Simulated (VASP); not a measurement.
# Zn in VASP: notebook

Runs on Zn. Level: PBE. Tasks: single point.

All numbers are computed with VASP 6.6.1; they aren't measurements. Logs are shortened: lines on timing, memory, paths and dates and some standing lists are left out, and cuts for length are marked.

## (1) The cell of the first run

The cell holds a slab with vacuum, 5 atoms: a = 2.636 Å, b = 2.636 Å, c = 20.704 Å, α = 90.00°, β = 90.00°, γ = 120.00°.

## (2) Single point, PBE

INCAR

```
  ALGO = Normal
  DIPOL = 0.5 0.5 0.500
  EDIFF = 1E-6
  ENCUT = 520
  GGA = PE
  IDIPOL = 3
  ISIF = 2
  ISMEAR = -1
  LASPH = True
  LCHARG = True
  LDIPOL = True
  LELF = True
  LREAL = False
  LVACPOTAV = True
  LVHAR = True
  LWAVE = False
  NBANDS = 38
  NELM = 80
  PREC = Accurate
  SIGMA = 0.08
```

KPOINTS

```
k-points
0
Gamma
  16 16 1
```

POSCAR

```
Zn
1.0
    2.6356265398      0.0000000000      0.0000000000
   -1.3178132699      2.2825195384      0.0000000000
    0.0000000000      0.0000000000     20.7037000000
Zn
5
Direct
    0.0000000000      0.0000000000      0.2656530456
    0.3333333333      0.6666666667      0.3843969497
    0.0000000000      0.0000000000      0.4999999983
    0.3333333333      0.6666666667      0.6156030456
    0.0000000000      0.0000000000      0.7343469544
```

Potentials or basis: VASP PAW PBE potentials, release 64 (Zn).

Command:

```sh
> cat potpaw_PBE.64/Zn/POTCAR > POTCAR
> mpirun -np 1 vasp_std > vasp.out
```

OUTCAR:

```text
EDIFF = 1E-6
   ENCUT = 520
   GGA = PE
   ISIF = 2
   ISMEAR = -1
   LASPH = True
   LREAL = False
   NELM = 80
   PREC = Accurate

 ion  position               nearest neighbor table
   1  0.000  0.000  0.266-   2 2.89   2 2.89   2 2.89
   2  0.333  0.667  0.384-   3 2.84   3 2.84   3 2.84   1 2.89   1 2.89   1 2.89
   3  0.000  0.000  0.500-   4 2.84   4 2.84   4 2.84   2 2.84   2 2.84   2 2.84
   4  0.333  0.667  0.616-   3 2.84   3 2.84   3 2.84   5 2.89   5 2.89   5 2.89
   5  0.000  0.000  0.734-   4 2.89   4 2.89   4 2.89

  LATTYP: Found a hexagonal cell.
 ALAT       =     2.6356265398
 C/A-ratio  =     7.8553238433

  Lattice vectors:

 A1 = (   2.6356265398,   0.0000000000,   0.0000000000)
 A2 = (  -1.3178132699,   2.2825195384,   0.0000000000)
 A3 = (   0.0000000000,   0.0000000000,  20.7037000000)

Analysis of symmetry for initial positions (statically):
=====================================================================
 Subroutine PRICEL returns:
 Original cell was already a primitive cell.

 Routine SETGRP: Setting up the symmetry group for a
 hexagonal supercell.

 Subroutine GETGRP returns: Found 12 space group operations
 (whereof 12 operations were pure point group operations)
 out of a pool of 24 trial point group operations.

The static configuration has the point symmetry D_3h.

Analysis of symmetry for dynamics (positions and initial velocities):
=====================================================================
 Subroutine PRICEL returns:
 Original cell was already a primitive cell.

 Routine SETGRP: Setting up the symmetry group for a
 hexagonal supercell.

 Subroutine GETGRP returns: Found 12 space group operations
 (whereof 12 operations were pure point group operations)
 out of a pool of 24 trial point group operations.

The dynamic configuration has the point symmetry D_3h.

 Subroutine INISYM returns: Found 12 space group operations
 (whereof 12 operations are pure point group operations),
 and found     1 'primitive' translations

----------------------------------------------------------------------------------------

                                     Primitive cell

  volume of cell :     124.5507

  direct lattice vectors                    reciprocal lattice vectors
     2.635626540  0.000000000  0.000000000     0.379416425  0.219056175  0.000000000
    -1.317813270  2.282519538  0.000000000     0.000000000  0.438112350  0.000000000
     0.000000000  0.000000000 20.703700000     0.000000000  0.000000000  0.048300545

  length of vectors
     2.635626540  2.635626540 20.703700000     0.438112350  0.438112350  0.048300545

  position of ions in fractional coordinates (direct lattice)
     0.000000000  0.000000000  0.265653046
     0.333333333  0.666666667  0.384396950
     0.000000000  0.000000000  0.499999998
     0.333333333  0.666666667  0.615603046
     0.000000000  0.000000000  0.734346954

  ion indices of the primitive-cell ions
   primitive index   ion index
                 1           1
                 2           2
                 3           3
                 4           4
                 5           5

----------------------------------------------------------------------------------------

 KPOINTS: k-points

Automatic generation of k-mesh.
 Grid dimensions read from file:
 generate k-points for:   16   16    1

 Generating k-lattice:

  Cartesian coordinates                     Fractional coordinates (reciprocal lattice)
     0.023713527  0.013691011  0.000000000     0.062500000 -0.000000000  0.000000000
     0.000000000  0.027382022  0.000000000     0.000000000  0.062500000  0.000000000
     0.000000000  0.000000000  0.048300545     0.000000000  0.000000000  1.000000000

  Length of vectors
     0.027382022  0.027382022  0.048300545

  Shift w.r.t. Gamma in fractional coordinates (k-lattice)
     0.000000000  0.000000000  0.000000000

 Subroutine IBZKPT returns following result:
 ===========================================

 Found     30 irreducible k-points:

 Following reciprocal coordinates:
            Coordinates               Weight
  0.000000  0.000000  0.000000      1.000000
  0.062500 -0.000000  0.000000      6.000000
  0.125000 -0.000000  0.000000      6.000000
  0.187500 -0.000000  0.000000      6.000000
  0.250000 -0.000000  0.000000      6.000000
  0.312500 -0.000000  0.000000      6.000000
[... 16 lines left out ...]
  0.187500  0.187500  0.000000      6.000000
  0.250000  0.187500  0.000000     12.000000
 [... further k-points ...]
   k-points           NKPTS =     30   k-points in BZ     NKDIM =     30   number of bands    NBANDS=     38
   number of dos      NEDOS =    301   number of ions     NIONS =      5
   total plane-waves  NPLWV =  64000
   dimension x,y,z NGX =    20 NGY =   20 NGZ =  160
   dimension x,y,z NGXF=    40 NGYF=   40 NGZF=  320
   ions per type =               5
   NGX,Y,Z   is equivalent  to a cutoff of  12.62, 12.62, 12.85 a.u.
   NGXF,Y,Z  is equivalent  to a cutoff of  25.23, 25.23, 25.70 a.u.
 SYSTEM =  unknown system
   PREC   = accura    normal or accurate (medium, high low for compatibility)
   ISTART =      0    job   : 0-new  1-cont  2-samecut
   ICHARG =      2    charge: 1-file 2-atom 10-const
   ISPIN  =      1    spin polarized calculation?
   LNONCOLLINEAR =      F non collinear calculations
   LSORBIT =      F    spin-orbit coupling
   LASPH  =      T    aspherical Exc in radial PAW
   ENCUT  =  520.0 eV  38.22 Ry    6.18 a.u.   4.90  4.90 38.50*2*pi/ulx,y,z
   NELM   =     80;   NELMIN=  2; NELMDL= -5     # of ELM steps
   EDIFF  = 0.1E-05   stopping-criterion for ELM
   LREAL  =      F    real-space projection
   EDIFFG = 0.1E-04   stopping-criterion for IOM
   NSW    =      0    number of steps for IOM
   IBRION =     -1    ionic relax: 0-MD 1-quasi-New 2-CG
   NFREE  =      0    steps in history (QN), initial steepest desc. (CG)
   ISIF   =      2    stress and relaxation
   ISYM   =      2    0-nonsym 1-usesym 2-fastsym
   POTIM  = 0.5000    time-step for ionic-motion
   TEBEG  =    0.0;   TEEND  =   0.0 temperature during run
   PSTRESS=    0.0 pullay stress
   NELECT =      60.0000    total number of electrons
   NUPDOWN=      -1.0000    fix difference up-down
   EMIN   =  10.00;   EMAX   =-10.00  energy-range for DOS
   EFERMI =   0.00;   METHOD = LEGACY
   ISMEAR =    -1;   SIGMA  =   0.08  broadening in eV -4-tet -1-fermi 0-gaus
   EFERMI_NEDOS =   21; number of points for ismear=-14 and -15
   IALGO  =     38    algorithm
   IMIX   =      4    mixing-type and parameters
     AMIX     =   0.40;   BMIX     =  1.00
     AMIX_MAG =   1.60;   BMIX_MAG =  1.00
  volume/ion in A,a.u.               =      24.91       168.10
  Fermi-wavevector in a.u.,A,eV,Ry     =   1.283344  2.425169 22.408417  1.646972
  Thomas-Fermi vector in A             =   2.415602
   LORBIT       =      0    0 simple, 1 ext, 2 COOP (PROOUT), +10 PAW based schemes
   GGA     = PE    functional components
   LHFCALC =     F    Hartree Fock is set to
   AEXX    =    0.0000 exact exchange contribution
   IVDW    =     0    specifies the selected vdW correction
   LEPSILON=     F    determine dielectric tensor
   LRPA    =     F    only Hartree local field effects (RPA)
 non-spin polarized calculation
  energy-cutoff  :      520.00
  volume of cell :      124.55
 maximum number of plane-waves:      3399
 NGX is ok and might be reduce to    20
   NGX =  9   NGY =  9   NGZ = 77

 number of electron      59.9999945 magnetization

 dipolmoment           0.000000      0.000000      0.000001 electrons x Angstroem

 Free energy of the ion-electron system (eV)
  ---------------------------------------------------
  ext. energy  EPLUGINS =         0.00000000
  ---------------------------------------------------
  free energy    TOTEN  =        -5.32183714 eV

  energy without entropy =       -5.30394503  energy(sigma->0) =       -5.31289108

 E-fermi :   0.3329     XC(G=0):  -7.6581

 val. band max:        0.3147604345   @ k =   0.3750   0.2500   0.0000
 cond. band min:       0.3705109485   @ k =   0.0000   0.0000   0.0000
 fundamental gap:      0.0557505140
 Fermi energy:         0.3328955114

 k-point     1 :       0.0000    0.0000    0.0000
  band No.  band energies     occupation
      1     -10.1828      2.00000
      2      -9.4590      2.00000
      3      -8.7503      2.00000
      4      -8.3558      2.00000
      5      -8.3549      2.00000
      6      -7.6461      2.00000
[... 30 lines left out ...]
     37       8.7278      0.00000
     38       9.3322      0.00000

 k-point     2 :       0.0625   -0.0000    0.0000
  band No.  band energies     occupation
      1     -10.0654      2.00000
      2      -9.3456      2.00000
      3      -8.6559      2.00000
      4      -8.2960      2.00000
      5      -8.2861      2.00000
      6      -7.6363      2.00000
[... 30 lines left out ...]
     37       8.8430      0.00000
     38       9.4382      0.00000

 k-point     3 :       0.1250   -0.0000    0.0000
  band No.  band energies     occupation
      1      -9.7200      2.00000
      2      -9.0178      2.00000
      3      -8.4019      2.00000
      4      -8.1340      2.00000
      5      -8.1013      2.00000
      6      -7.6167      2.00000
[... 30 lines left out ...]
     37       9.1846      0.00000
     38       9.7519      0.00000

 k-point     4 :       0.1875   -0.0000    0.0000
  band No.  band energies     occupation
      1      -9.1788      2.00000
      2      -8.5395      2.00000
      3      -8.1181      2.00000
      4      -7.9213      2.00000
      5      -7.8911      2.00000
      6      -7.6086      2.00000
[... 30 lines left out ...]
     37       9.7089      0.00000
     38      10.2074      0.00000
[... 703 lines left out ...]
      4      -7.9102      2.00000
      5      -7.8141      2.00000
      6      -7.7340      2.00000
[... 30 lines left out ...]
     37       6.9545      0.00000
     38       7.4727      0.00000

 k-point    23 :       0.1875    0.1875    0.0000
  band No.  band energies     occupation
      1      -7.9151      2.00000
      2      -7.8554      2.00000
      3      -7.8029      2.00000
      4      -7.7247      2.00000
      5      -7.6729      2.00000
      6      -7.6208      2.00000
[... 30 lines left out ...]
     37       7.4376      0.00000
     38       7.6006      0.00000

 k-point    24 :       0.2500    0.1875    0.0000
  band No.  band energies     occupation
      1      -7.8916      2.00000
      2      -7.8847      2.00000
      3      -7.8221      2.00000
      4      -7.7033      2.00000
      5      -7.7032      2.00000
      6      -7.6688      2.00000
[... 30 lines left out ...]
     37       6.4676      0.00000
     38       6.8704      0.00000

 [... further k-points ...]

------------------------ aborting loop because EDIFF is reached ----------------------------------------

  FORCE on cell =-STRESS in cart. coord.  units (eV):
  Direction    XX          YY          ZZ          XY          YZ          ZX
  --------------------------------------------------------------------------------------
  -------------------------------------------------------------------------------------
  Total        0.6723663      0.6723663      0.1321277      0.0000000     -0.0000000      0.0000000
  in kB        8.6490850      8.6490850      1.6996441      0.0000000     -0.0000000      0.0000000
  external PRESSURE =       6.3326047 kB  Pullay stress =       0.0000000 kB

 VOLUME and BASIS-vectors are now :
 -----------------------------------------------------------------------------
  energy-cutoff  :      520.00
  volume of cell :      124.55
      direct lattice vectors                 reciprocal lattice vectors
     2.635626540  0.000000000  0.000000000     0.379416425  0.219056175  0.000000000
    -1.317813270  2.282519538  0.000000000     0.000000000  0.438112350  0.000000000
     0.000000000  0.000000000 20.703700000     0.000000000  0.000000000  0.048300545

 POSITION                                       TOTAL-FORCE (eV/Angst)
 -----------------------------------------------------------------------------------
      0.00000      0.00000      5.50000        -0.000000     -0.000000     -0.012962
     -0.00000      1.52168      7.95844         0.000000     -0.000000     -0.000517
      0.00000      0.00000     10.35185        -0.000000     -0.000000      0.000000
     -0.00000      1.52168     12.74526         0.000000     -0.000000      0.000517
      0.00000      0.00000     15.20370        -0.000000      0.000000      0.012962
 -----------------------------------------------------------------------------------
    total drift:                               -0.000003      0.000002      0.000098

  FREE ENERGIE OF THE ION-ELECTRON SYSTEM (eV)
  ---------------------------------------------------
  free  energy   TOTEN  =        -5.3218371365 eV

  energy  without entropy=       -5.3039450334  energy(sigma->0) =       -5.31289108

 vacuum level on the upper side and lower side of the slab         4.294         4.294
```

It took 1.8 min on 1 thread of Intel Xeon 6975P-C (Granite Rapids), shared host; peak memory 0.29 GiB.

What came out:

```
Free energy            : -5.3218 eV
Largest force          : 0.013 eV/Å
Band gap on the k mesh : zero (bands 30 and 31 overlap by 3.71 eV)
```

Forces in eV/Å, atoms in the order of the input:
```
Zn   0.000  0.000 -0.013
Zn   0.000  0.000 -0.001
Zn   0.000  0.000  0.000
Zn   0.000  0.000  0.001
Zn   0.000  0.000  0.013
```

Levels at points of the mesh, in eV from the Fermi level:
```csv
k point,band 28,band 29,band 30,band 31,band 32,band 33
"(0.00, 0.00, 0.00)",-7.01,-6.38,-4.39,-2.72,0.04,2.36
"(0.50, 0.00, 0.00)",-2.14,-1.55,-1.46,0.44,0.94,1.28
```

(Part 1 of 2 ends here.)
